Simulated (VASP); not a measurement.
Set up this calculation in VASP 6.6.1, as the native input.

* Task: single point
* Functional: PBE
* Potentials or basis: VASP PAW PBE potentials, release 64 (B, N)
* Cutoff: 520 eV
* k mesh: 12 × 12 × 12
* Occupations: fermi-dirac, width 0.02 eV
* Spin: no spin polarisation
* Dipole correction: no
* Further INCAR settings: ALGO = Normal; EDIFF = 1e-06; NBANDS = 11

The structure of BN lies in POSCAR:

```
BN
1.0
    0.0000000000      1.8048254497      1.8138495769
    1.8048254497      0.0000000000      1.8138495769
    1.8048254497      1.8048254497      0.0000000000
B N
1 1
Direct
    0.0000000000      0.0000000000      0.0000000000
    0.2500000000      0.2500000000      0.2500000000
```

This cell differs from its parent crystal: uniaxial z strain +0.5%.

One way to write it, as run:

INCAR

```
  PREC = Accurate
  ENCUT = 520
  EDIFF = 1E-6
  ISMEAR = -1
  SIGMA = 0.02
  LREAL = F
  LASPH = T
  NELM = 60
  ALGO = Normal
  ISIF = 2
  LWAVE = F
  LCHARG = F
  GGA = PE
  NBANDS = 11
```

KPOINTS

```
regular mesh
0
Gamma
  12 12 12
```

Potentials or basis: VASP PAW PBE potentials, release 64 (B, N).

The run is started by

```bash
$ cat potpaw_PBE.64/B/POTCAR potpaw_PBE.64/N/POTCAR > POTCAR
$ mpirun -np 1 vasp_std > vasp.out
```

Results of the run:

* Pressure: 3.1 GPa
* Band gap on the k mesh: 4.41 eV, indirect (least direct gap 8.79 eV)

Caveat: the cell differs from its parent crystal (uniaxial z strain +0.5%).

It took 25 s on 1 thread of Intel Xeon 8259CL, with other jobs on the host, peak memory 0.13 GiB.
